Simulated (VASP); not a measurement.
# HgTe (wurtzite type) (P6_3mc) in VASP: single point with PBE

Aim: the single point of HgTe (wurtzite type) with PBE.

Program: VASP 6.6.1. These are calculated values, not measurements. Logs are shortened: lines on timing, memory, paths and dates and some standing lists are left out, and cuts for length are marked.

## Step 1: The cell of the first run

It takes space group P6_3mc (No. 186, hexagonal). Conventional cell: a = 2.800 Å, b = 2.800 Å, c = 10.068 Å, α = 90.00°, β = 90.00°, γ = 120.00°. Within 3.4 Å of Hg (site symmetry 3m) lie 4 Te at 2.59 to 2.93 Å and 6 Hg at 2.80 Å. Te (site symmetry 3m) has 4 Hg at 2.59 to 2.93 Å and 6 Te at 2.80 Å within 3.4 Å.

## Step 2: Single point, PBE

INCAR reads:

```
SYSTEM = HgTe
  PREC = Accurate
  ENCUT = 520
  EDIFF = 1E-6
  ISMEAR = -1
  SIGMA = 0.05
  LREAL = .False.
  LASPH = .True.
  NELM = 80
  ALGO = Normal
  ISIF = 2
  LWAVE = .False.
  LCHARG = .False.
  GGA = PE
  NBANDS = 26
```

KPOINTS reads:

```
regular mesh
0
Gamma
  10 10 5
  0 0 0
```

POSCAR reads:

```
HgTe
1.0
    2.8004062604      0.0000000000      0.0000000000
   -1.4002031302      2.4252229624      0.0000000000
    0.0000000000      0.0000000000     10.0684357752
Hg Te
2 2
Direct
    0.3333333333      0.6666666667      0.0594205938
    0.6666666667      0.3333333333      0.5594205938
    0.3333333333      0.6666666667      0.3165794062
    0.6666666667      0.3333333333      0.8165794062
```

Potentials or basis: VASP PAW PBE potentials, release 64 (Hg, Te).

The run is started by

```bash
$ cat potpaw_PBE.64/Hg/POTCAR potpaw_PBE.64/Te/POTCAR > POTCAR
$ mpirun -np 1 vasp_std > vasp.out
```

OUTCAR:

```text
SYSTEM = HgTe
   PREC = Accurate
   ENCUT = 520
   EDIFF = 1E-6
   ISMEAR = -1
   LREAL = .False.
   LASPH = .True.
   NELM = 80
   ISIF = 2
   GGA = PE

 ion  position               nearest neighbor table
   1  0.333  0.667  0.059-   3 2.59   4 2.93   4 2.93   4 2.93
   2  0.667  0.333  0.559-   4 2.59   3 2.93   3 2.93   3 2.93
   3  0.333  0.667  0.317-   1 2.59   2 2.93   2 2.93   2 2.93
   4  0.667  0.333  0.817-   2 2.59   1 2.93   1 2.93   1 2.93

  LATTYP: Found a hexagonal cell.
 ALAT       =     2.8004062604
 C/A-ratio  =     3.5953482598

  Lattice vectors:

 A1 = (   2.8004062604,   0.0000000000,   0.0000000000)
 A2 = (  -1.4002031302,   2.4252229624,   0.0000000000)
 A3 = (   0.0000000000,   0.0000000000,  10.0684357752)

Analysis of symmetry for initial positions (statically):
=====================================================================
 Subroutine PRICEL returns:
 Original cell was already a primitive cell.

 Routine SETGRP: Setting up the symmetry group for a
 hexagonal supercell.

 Subroutine GETGRP returns: Found 12 space group operations
 (whereof  6 operations were pure point group operations)
 out of a pool of 24 trial point group operations.

The static configuration has the point symmetry C_3v.
 The point group associated with its full space group is C_6v.

Analysis of symmetry for dynamics (positions and initial velocities):
=====================================================================
 Subroutine PRICEL returns:
 Original cell was already a primitive cell.

 Routine SETGRP: Setting up the symmetry group for a
 hexagonal supercell.

 Subroutine GETGRP returns: Found 12 space group operations
 (whereof  6 operations were pure point group operations)
 out of a pool of 24 trial point group operations.

The dynamic configuration has the point symmetry C_3v.
 The point group associated with its full space group is C_6v.

 Subroutine INISYM returns: Found 12 space group operations
 (whereof  6 operations are pure point group operations),
 and found     1 'primitive' translations

----------------------------------------------------------------------------------------

                                     Primitive cell

  volume of cell :      68.3809

  direct lattice vectors                    reciprocal lattice vectors
     2.800406260  0.000000000  0.000000000     0.357091046  0.206166611  0.000000000
    -1.400203130  2.425222962  0.000000000     0.000000000  0.412333223  0.000000000
     0.000000000  0.000000000 10.068435775     0.000000000  0.000000000  0.099320294

  length of vectors
     2.800406260  2.800406260 10.068435775     0.412333223  0.412333223  0.099320294

  position of ions in fractional coordinates (direct lattice)
     0.333333333  0.666666667  0.059420594
     0.666666667  0.333333333  0.559420594
     0.333333333  0.666666667  0.316579406
     0.666666667  0.333333333  0.816579406

  ion indices of the primitive-cell ions
   primitive index   ion index
                 1           1
                 2           2
                 3           3
                 4           4

----------------------------------------------------------------------------------------

 KPOINTS: regular mesh

Automatic generation of k-mesh.
 Grid dimensions read from file:
 generate k-points for:   10   10    5

 Generating k-lattice:

  Cartesian coordinates                     Fractional coordinates (reciprocal lattice)
     0.035709105  0.020616661  0.000000000     0.100000000 -0.000000000  0.000000000
     0.000000000  0.041233322  0.000000000     0.000000000  0.100000000  0.000000000
     0.000000000  0.000000000  0.019864059     0.000000000  0.000000000  0.200000000

  Length of vectors
     0.041233322  0.041233322  0.019864059

  Shift w.r.t. Gamma in fractional coordinates (k-lattice)
     0.000000000  0.000000000  0.000000000

 Subroutine IBZKPT returns following result:
 ===========================================

 Found     42 irreducible k-points:

 Following reciprocal coordinates:
            Coordinates               Weight
  0.000000  0.000000  0.000000      1.000000
  0.100000 -0.000000  0.000000      6.000000
  0.200000 -0.000000  0.000000      6.000000
  0.300000  0.000000  0.000000      6.000000
  0.400000  0.000000  0.000000      6.000000
  0.500000 -0.000000  0.000000      3.000000
[... 16 lines left out ...]
  0.300000  0.100000  0.200000     24.000000
  0.400000  0.100000  0.200000     24.000000
 [... further k-points ...]
   k-points           NKPTS =     42   k-points in BZ     NKDIM =     42   number of bands    NBANDS=     26
   number of dos      NEDOS =    301   number of ions     NIONS =      4
   total plane-waves  NPLWV =  46080
   dimension x,y,z NGX =    24 NGY =   24 NGZ =   80
   dimension x,y,z NGXF=    48 NGYF=   48 NGZF=  160
   ions per type =               2   2
   NGX,Y,Z   is equivalent  to a cutoff of  14.25, 14.25, 13.21 a.u.
   NGXF,Y,Z  is equivalent  to a cutoff of  28.50, 28.50, 26.42 a.u.
 SYSTEM =  HgTe
   PREC   = accura    normal or accurate (medium, high low for compatibility)
   ISTART =      0    job   : 0-new  1-cont  2-samecut
   ICHARG =      2    charge: 1-file 2-atom 10-const
   ISPIN  =      1    spin polarized calculation?
   LNONCOLLINEAR =      F non collinear calculations
   LSORBIT =      F    spin-orbit coupling
   LASPH  =      T    aspherical Exc in radial PAW
   ENCUT  =  520.0 eV  38.22 Ry    6.18 a.u.   5.21  5.21 18.72*2*pi/ulx,y,z
   NELM   =     80;   NELMIN=  2; NELMDL= -5     # of ELM steps
   EDIFF  = 0.1E-05   stopping-criterion for ELM
   LREAL  =      F    real-space projection
   EDIFFG = 0.1E-04   stopping-criterion for IOM
   NSW    =      0    number of steps for IOM
   IBRION =     -1    ionic relax: 0-MD 1-quasi-New 2-CG
   NFREE  =      0    steps in history (QN), initial steepest desc. (CG)
   ISIF   =      2    stress and relaxation
   ISYM   =      2    0-nonsym 1-usesym 2-fastsym
   POTIM  = 0.5000    time-step for ionic-motion
   TEBEG  =    0.0;   TEEND  =   0.0 temperature during run
   PSTRESS=    0.0 pullay stress
   NELECT =      36.0000    total number of electrons
   NUPDOWN=      -1.0000    fix difference up-down
   EMIN   =  10.00;   EMAX   =-10.00  energy-range for DOS
   EFERMI =   0.00;   METHOD = LEGACY
   ISMEAR =    -1;   SIGMA  =   0.05  broadening in eV -4-tet -1-fermi 0-gaus
   EFERMI_NEDOS =   21; number of points for ismear=-14 and -15
   IALGO  =     38    algorithm
   IMIX   =      4    mixing-type and parameters
     AMIX     =   0.40;   BMIX     =  1.00
     AMIX_MAG =   1.60;   BMIX_MAG =  1.00
  volume/ion in A,a.u.               =      17.10       115.36
  Fermi-wavevector in a.u.,A,eV,Ry     =   1.321896  2.498022 23.774958  1.747410
  Thomas-Fermi vector in A             =   2.451617
   LORBIT       =      0    0 simple, 1 ext, 2 COOP (PROOUT), +10 PAW based schemes
   GGA     = PE    functional components
   LHFCALC =     F    Hartree Fock is set to
   AEXX    =    0.0000 exact exchange contribution
   IVDW    =     0    specifies the selected vdW correction
   LEPSILON=     F    determine dielectric tensor
   LRPA    =     F    only Hartree local field effects (RPA)
 non-spin polarized calculation
  energy-cutoff  :      520.00
  volume of cell :       68.38
 maximum number of plane-waves:      1862
 NGX is ok and might be reduce to    24
   NGX = 11   NGY = 11   NGZ = 37

 number of electron      36.0000001 magnetization

 Free energy of the ion-electron system (eV)
  ---------------------------------------------------
  ext. energy  EPLUGINS =         0.00000000
  ---------------------------------------------------
  free energy    TOTEN  =         0.84965380 eV

  energy without entropy =        0.86092988  energy(sigma->0) =        0.85529184

 E-fermi :  11.7555     XC(G=0): -12.5784

 val. band max:       11.6532707256   @ k =   0.2000   0.2000   0.4000
 cond. band min:      11.7739021609   @ k =   0.3000   0.1000   0.4000
 fundamental gap:      0.1206314352
 Fermi energy:        11.7554984770

 k-point     1 :       0.0000    0.0000    0.0000
  band No.  band energies     occupation
      1      -6.2664      2.00000
      2      -5.8250      2.00000
      3      -0.7060      2.00000
      4       0.3743      2.00000
      5       1.1911      2.00000
      6       2.7314      2.00000
[... 18 lines left out ...]
     25      23.0302      0.00000
     26      23.0758      0.00000

 k-point     2 :       0.1000   -0.0000    0.0000
  band No.  band energies     occupation
      1      -5.9992      2.00000
      2      -5.5658      2.00000
      3      -0.3842      2.00000
      4       0.6581      2.00000
      5       1.3280      2.00000
      6       2.6170      2.00000
[... 18 lines left out ...]
     25      22.9782      0.00000
     26      23.8202      0.00000

 k-point     3 :       0.2000   -0.0000    0.0000
  band No.  band energies     occupation
      1      -5.2013      2.00000
      2      -4.7906      2.00000
      3       0.4513      2.00000
      4       1.2477      2.00000
      5       1.6216      2.00000
      6       2.3468      2.00000
[... 18 lines left out ...]
     25      21.3095      0.00000
     26      22.1907      0.00000

 k-point     4 :       0.3000    0.0000    0.0000
  band No.  band energies     occupation
      1      -3.8925      2.00000
      2      -3.5141      2.00000
      3       1.0839      2.00000
      4       1.3131      2.00000
      5       1.7972      2.00000
      6       1.9370      2.00000
[... 18 lines left out ...]
     25      18.9615      0.00000
     26      19.4588      0.00000

 k-point     5 :       0.4000    0.0000    0.0000
  band No.  band energies     occupation
      1      -2.1632      2.00000
      2      -1.8170      2.00000
      3       0.9678      2.00000
      4       1.0906      2.00000
      5       1.5052      2.00000
      6       1.9196      2.00000
[... 18 lines left out ...]
     25      18.3645      0.00000
     26      18.9035      0.00000

 k-point     6 :       0.5000   -0.0000    0.0000
  band No.  band energies     occupation
      1      -0.8354      2.00000
      2      -0.3764      2.00000
      3       0.7444      2.00000
      4       0.8189      2.00000
      5       1.0797      2.00000
      6       1.4526      2.00000
[... 427 lines left out ...]
 k-point    21 :       0.1000    0.1000    0.2000
  band No.  band energies     occupation
      1      -5.4315      2.00000
      2      -5.0946      2.00000
      3       0.3487      2.00000
      4       1.1119      2.00000
      5       1.6066      2.00000
      6       2.3639      2.00000
[... 18 lines left out ...]
     25      21.6510      0.00000
     26      21.7779      0.00000

 k-point    22 :       0.2000    0.1000    0.2000
  band No.  band energies     occupation
      1      -4.3784      2.00000
      2      -4.0639      2.00000
      3       1.2130      2.00000
      4       1.5942      2.00000
      5       1.8472      2.00000
      6       2.1092      2.00000
[... 18 lines left out ...]
     25      20.9719      0.00000
     26      21.1391      0.00000

 k-point    23 :       0.3000    0.1000    0.2000
  band No.  band energies     occupation
      1      -2.8467      2.00000
      2      -2.5615      2.00000
      3       1.3275      2.00000
      4       1.4176      2.00000
      5       1.8074      2.00000
      6       1.9892      2.00000
[... 18 lines left out ...]
     25      19.6715      0.00000
     26      20.3938      0.00000

 k-point    24 :       0.4000    0.1000    0.2000
  band No.  band energies     occupation
      1      -1.0907      2.00000
      2      -0.8112      2.00000
      3       1.1122      2.00000
      4       1.2060      2.00000
      5       1.3846      2.00000
      6       1.8692      2.00000
[... 18 lines left out ...]
     25      18.8966      0.00000
     26      19.7126      0.00000

 [... further k-points ...]

------------------------ aborting loop because EDIFF is reached ----------------------------------------

  FORCE on cell =-STRESS in cart. coord.  units (eV):
  Direction    XX          YY          ZZ          XY          YZ          ZX
  --------------------------------------------------------------------------------------
  -------------------------------------------------------------------------------------
  Total       33.9709147     33.9709147     33.9356524      0.0000000      0.0000000      0.0000000
  in kB      795.9450905    795.9450905    795.1188859      0.0000000      0.0000000      0.0000000
  external PRESSURE =     795.6696890 kB  Pullay stress =       0.0000000 kB

 VOLUME and BASIS-vectors are now :
 -----------------------------------------------------------------------------
  energy-cutoff  :      520.00
  volume of cell :       68.38
      direct lattice vectors                 reciprocal lattice vectors
     2.800406260  0.000000000  0.000000000     0.357091046  0.206166611  0.000000000
    -1.400203130  2.425222962  0.000000000     0.000000000  0.412333223  0.000000000
     0.000000000  0.000000000 10.068435775     0.000000000  0.000000000  0.099320294

 POSITION                                       TOTAL-FORCE (eV/Angst)
 -----------------------------------------------------------------------------------
     -0.00000      1.61682      0.59827        -0.000000      0.000000     -0.004058
      1.40020      0.80841      5.63249        -0.000000      0.000000     -0.004058
     -0.00000      1.61682      3.18746         0.000000      0.000000      0.004058
      1.40020      0.80841      8.22168        -0.000000      0.000000      0.004058
 -----------------------------------------------------------------------------------
    total drift:                               -0.000000      0.000000     -0.001651

  FREE ENERGIE OF THE ION-ELECTRON SYSTEM (eV)
  ---------------------------------------------------
  free  energy   TOTEN  =         0.8496538014 eV

  energy  without entropy=        0.8609298777  energy(sigma->0) =        0.85529184
```

It took 78 s on 1 thread of Intel Xeon 8259CL, shared host; peak memory 0.23 GiB.

Results:

```
Free energy            : 0.8497 eV
Pressure               : 79.6 GPa
Largest force          : 0.004 eV/Å
Band gap on the k mesh : zero (bands 18 and 19 overlap by 8.52 eV)
```

Forces on the atoms (eV/Å):
```
Hg   0.000  0.000 -0.004
Hg   0.000  0.000 -0.004
Te   0.000  0.000  0.004
Te   0.000  0.000  0.004
```

Caveat: the cell stands under pressure; spin-orbit coupling is left out, which moves the levels of the heavy elements.
